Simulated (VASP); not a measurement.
# N (Fm-3m) in VASP: notebook, part 2 of 2

VASP 6.6.1. The steps go on from the part before.

### 4 Single point, r2SCAN

This run uses another cell than the first one, of 7.80 Å³/atom, 1.083 times its volume.

Input file POSCAR:

```
N
1.0
    0.0000000000      1.5742572132      1.5742572132
    1.5742572132      0.0000000000      1.5742572132
    1.5742572132      1.5742572132      0.0000000000
N
1
Direct
    0.0000000000      0.0000000000      0.0000000000
```

Input file INCAR.step1:

```
PREC = Accurate ; ENCUT = 520
ISMEAR = 0 ; SIGMA = 0.15
LREAL = F ; LASPH = T
NELM = 60 ; NBANDS = 8
GGA = PE ; ALGO = Normal
EDIFF = 1E-4 ; LWAVE = T
LCHARG = F
```

Input file INCAR.step2:

```
PREC = Accurate ; ENCUT = 520
EDIFF = 1E-6 ; ISMEAR = 0
SIGMA = 0.15 ; LREAL = F
LASPH = T ; NELM = 60
ALGO = Normal ; ISIF = 2
LWAVE = F ; LCHARG = F
METAGGA = R2SCAN ; LMIXTAU = T
NBANDS = 8 ; ISTART = 1
```

Input file KPOINTS:

```
regular mesh
0
Gamma
  13 13 13
```

Potentials or basis: VASP PAW PBE potentials, release 64 (N).

Command:

```console
cat potpaw_PBE.64/N/POTCAR > POTCAR
cp INCAR.step1 INCAR
mpirun -np 1 vasp_std > vasp.out
cp INCAR.step2 INCAR
mpirun -np 1 vasp_std > vasp.out
```

OUTCAR:

```text
PREC = Accurate
   ENCUT = 520
   EDIFF = 1E-6
   ISMEAR = 0
   LREAL = F
   LASPH = T
   NELM = 60
   ISIF = 2
   METAGGA = R2SCAN
   ISTART = 1

 ion  position               nearest neighbor table
   1  0.000  0.000  0.000-

  LATTYP: Found a face centered cubic cell.
 ALAT       =     3.1485144264

  Lattice vectors:

 A1 = (   0.0000000000,   1.5742572132,   1.5742572132)
 A2 = (   1.5742572132,   0.0000000000,   1.5742572132)
 A3 = (   1.5742572132,   1.5742572132,   0.0000000000)

Analysis of symmetry for initial positions (statically):
=====================================================================
 Subroutine PRICEL returns:
 Original cell was already a primitive cell.

 Routine SETGRP: Setting up the symmetry group for a
 face centered cubic supercell.

 Subroutine GETGRP returns: Found 48 space group operations
 (whereof 48 operations were pure point group operations)
 out of a pool of 48 trial point group operations.

The static configuration has the point symmetry O_h .

Analysis of symmetry for dynamics (positions and initial velocities):
=====================================================================
 Subroutine PRICEL returns:
 Original cell was already a primitive cell.

 Routine SETGRP: Setting up the symmetry group for a
 face centered cubic supercell.

 Subroutine GETGRP returns: Found 48 space group operations
 (whereof 48 operations were pure point group operations)
 out of a pool of 48 trial point group operations.

The dynamic configuration has the point symmetry O_h .

 Subroutine INISYM returns: Found 48 space group operations
 (whereof 48 operations are pure point group operations),
 and found     1 'primitive' translations

----------------------------------------------------------------------------------------

                                     Primitive cell

  volume of cell :       7.8029

  direct lattice vectors                    reciprocal lattice vectors
     0.000000000  1.574257213  1.574257213    -0.317610106  0.317610106  0.317610106
     1.574257213  0.000000000  1.574257213     0.317610106 -0.317610106  0.317610106
     1.574257213  1.574257213  0.000000000     0.317610106  0.317610106 -0.317610106

  length of vectors
     2.226335902  2.226335902  2.226335902     0.550116840  0.550116840  0.550116840

  position of ions in fractional coordinates (direct lattice)
     0.000000000  0.000000000  0.000000000

  ion indices of the primitive-cell ions
   primitive index   ion index
                 1           1

----------------------------------------------------------------------------------------

 KPOINTS: regular mesh

Automatic generation of k-mesh.
 Grid dimensions read from file:
 generate k-points for:   13   13   13

 Generating k-lattice:

  Cartesian coordinates                     Fractional coordinates (reciprocal lattice)
    -0.024431547  0.024431547  0.024431547     0.076923077  0.000000000  0.000000000
     0.024431547 -0.024431547  0.024431547     0.000000000  0.076923077  0.000000000
     0.024431547  0.024431547 -0.024431547     0.000000000  0.000000000  0.076923077

  Length of vectors
     0.042316680  0.042316680  0.042316680

  Shift w.r.t. Gamma in fractional coordinates (k-lattice)
     0.000000000  0.000000000  0.000000000

 Subroutine IBZKPT returns following result:
 ===========================================

 Found     84 irreducible k-points:

 Following reciprocal coordinates:
            Coordinates               Weight
  0.000000  0.000000  0.000000      1.000000
  0.076923  0.000000  0.000000      8.000000
  0.153846  0.000000  0.000000      8.000000
  0.230769  0.000000  0.000000      8.000000
  0.307692  0.000000  0.000000      8.000000
  0.384615  0.000000  0.000000      8.000000
[... 16 lines left out ...]
  0.384615  0.153846  0.000000     24.000000
  0.461538  0.153846  0.000000     24.000000
 [... further k-points ...]
   k-points           NKPTS =     84   k-points in BZ     NKDIM =     84   number of bands    NBANDS=      8
   number of dos      NEDOS =    301   number of ions     NIONS =      1
   total plane-waves  NPLWV =   5832
   dimension x,y,z NGX =    18 NGY =   18 NGZ =   18
   dimension x,y,z NGXF=    36 NGYF=   36 NGZF=   36
   ions per type =               1
   NGX,Y,Z   is equivalent  to a cutoff of  13.44, 13.44, 13.44 a.u.
   NGXF,Y,Z  is equivalent  to a cutoff of  26.88, 26.88, 26.88 a.u.
 SYSTEM =  unknown system
   PREC   = accura    normal or accurate (medium, high low for compatibility)
   ISTART =      1    job   : 0-new  1-cont  2-samecut
   ICHARG =      0    charge: 1-file 2-atom 10-const
   ISPIN  =      1    spin polarized calculation?
   LNONCOLLINEAR =      F non collinear calculations
   LSORBIT =      F    spin-orbit coupling
   LASPH  =      T    aspherical Exc in radial PAW
   ENCUT  =  520.0 eV  38.22 Ry    6.18 a.u.   4.14  4.14  4.14*2*pi/ulx,y,z
   NELM   =     60;   NELMIN=  2; NELMDL=  0     # of ELM steps
   EDIFF  = 0.1E-05   stopping-criterion for ELM
   LREAL  =      F    real-space projection
   EDIFFG = 0.1E-04   stopping-criterion for IOM
   NSW    =      0    number of steps for IOM
   IBRION =     -1    ionic relax: 0-MD 1-quasi-New 2-CG
   NFREE  =      0    steps in history (QN), initial steepest desc. (CG)
   ISIF   =      2    stress and relaxation
   ISYM   =      2    0-nonsym 1-usesym 2-fastsym
   POTIM  = 0.5000    time-step for ionic-motion
   TEBEG  =    0.0;   TEEND  =   0.0 temperature during run
   PSTRESS=    0.0 pullay stress
   NELECT =       5.0000    total number of electrons
   NUPDOWN=      -1.0000    fix difference up-down
   EMIN   =  10.00;   EMAX   =-10.00  energy-range for DOS
   EFERMI =   0.00;   METHOD = LEGACY
   ISMEAR =     0;   SIGMA  =   0.15  broadening in eV -4-tet -1-fermi 0-gaus
   EFERMI_NEDOS =   21; number of points for ismear=-14 and -15
   IALGO  =     38    algorithm
   IMIX   =      4    mixing-type and parameters
     AMIX     =   0.40;   BMIX     =  1.00
     AMIX_MAG =   1.60;   BMIX_MAG =  1.00
  volume/ion in A,a.u.               =       7.80        52.66
  Fermi-wavevector in a.u.,A,eV,Ry     =   1.411386  2.667133 27.102948  1.992010
  Thomas-Fermi vector in A             =   2.533243
   LORBIT       =      0    0 simple, 1 ext, 2 COOP (PROOUT), +10 PAW based schemes
   METAGGA = R2SCAN    functional components
   LHFCALC =     F    Hartree Fock is set to
   AEXX    =    0.0000 exact exchange contribution
   IVDW    =     0    specifies the selected vdW correction
   LEPSILON=     F    determine dielectric tensor
   LRPA    =     F    only Hartree local field effects (RPA)
 non-spin polarized calculation
 Gauss-broadening in eV      SIGMA  =   0.15
  energy-cutoff  :      520.00
  volume of cell :        7.80
 maximum number of plane-waves:       218
 NGX is ok and might be reduce to    18
   NGX =  9   NGY =  9   NGZ =  9

 number of electron       5.0000000 magnetization

 Free energy of the ion-electron system (eV)
  ---------------------------------------------------
  ext. energy  EPLUGINS =         0.00000000
  ---------------------------------------------------
  free energy    TOTEN  =        -4.36234550 eV

  energy without entropy =       -4.35220127  energy(sigma->0) =       -4.35727339

 E-fermi :   4.8064     XC(G=0): -13.2500

 val. band max:        4.7855985655   @ k =  -0.1538   0.1538   0.0000
 cond. band min:       4.8201201388   @ k =   0.4615   0.2308   0.0000
 fundamental gap:      0.0345215733
 Fermi energy:         4.8063726635

 k-point     1 :       0.0000    0.0000    0.0000
  band No.  band energies     occupation
      1     -15.9215      2.00000
      2       8.9658      0.00000
      3       8.9658      0.00000
      4       8.9658      0.00000
      5      28.9178      0.00000
      6      37.5809      0.00000
      7      37.5809      0.00000
      8      37.5809      0.00000
[... 243 lines left out ...]
 k-point    24 :       0.4615    0.1538    0.0000
  band No.  band energies     occupation
      1      -9.8146      2.00000
      2      -1.1720      2.00000
      3       6.2159      0.00000
      4       7.0012      0.00000
      5      27.7283      0.00000
      6      29.7674      0.00000
      7      35.1612      0.00000
      8      37.7280      0.00000

 [... further k-points ...]

------------------------ aborting loop because EDIFF is reached ----------------------------------------

  FORCE on cell =-STRESS in cart. coord.  units (eV):
  Direction    XX          YY          ZZ          XY          YZ          ZX
  --------------------------------------------------------------------------------------
  -------------------------------------------------------------------------------------
  Total       -0.2947601     -0.2947601     -0.2947601      0.0000000      0.0000000     -0.0000000
  in kB      -60.5232507    -60.5232507    -60.5232507      0.0000000      0.0000000     -0.0000000
  external PRESSURE =     -60.5232507 kB  Pullay stress =       0.0000000 kB

 VOLUME and BASIS-vectors are now :
 -----------------------------------------------------------------------------
  energy-cutoff  :      520.00
  volume of cell :        7.80
      direct lattice vectors                 reciprocal lattice vectors
     0.000000000  1.574257213  1.574257213    -0.317610106  0.317610106  0.317610106
     1.574257213  0.000000000  1.574257213     0.317610106 -0.317610106  0.317610106
     1.574257213  1.574257213  0.000000000     0.317610106  0.317610106 -0.317610106

 POSITION                                       TOTAL-FORCE (eV/Angst)
 -----------------------------------------------------------------------------------
      0.00000      0.00000      0.00000         0.000000      0.000000     -0.000000
 -----------------------------------------------------------------------------------
    total drift:                               -0.000000     -0.000000     -0.000000

  FREE ENERGIE OF THE ION-ELECTRON SYSTEM (eV)
  ---------------------------------------------------
  free  energy   TOTEN  =        -4.3623455032 eV

  energy  without entropy=       -4.3522012710  energy(sigma->0) =       -4.35727339
```

Run time: 20 s. Hardware: 1 thread of Intel Xeon Platinum 8488C (Sapphire Rapids), shared host; peak memory 0.11 GiB.

What came out:

```yaml
Free_energy: -4.3623 eV
Pressure: -6.1 GPa
```

Levels at points of the mesh, in eV from the Fermi level:
```
           k point  band 1  band 2  band 3  band 4  band 5  band 6  band 7
(0.00, 0.00, 0.00)  -20.73    4.16    4.16    4.16   24.11   32.77   32.77
```

Caveat: the PAW data sets were made with another functional, which shifts forces and pressure a little.

### 5 Overview

| cell | gap on the mesh (eV) | pressure (GPa) |
| --- | --- | --- |
| a = 2.168 Å, angles 60.0°, 1 atom | none | 9.2 |
| a = 2.197 Å, angles 60.0°, 1 atom | none | 0.9 |
| a = 2.226 Å, angles 60.0°, 1 atom | none | -6.1 |

Alike in all rows: task single point; level r2SCAN; potentials or basis VASP PAW PBE potentials, release 64 (N); no spin polarisation; k mesh 13 × 13 × 13; cutoff (eV) 520; smearing gaussian 0.15 eV.

Caveats: the PAW data sets were made with another functional, which shifts forces and pressure a little.

Absolute energies hang on the potentials; compare differences alone.
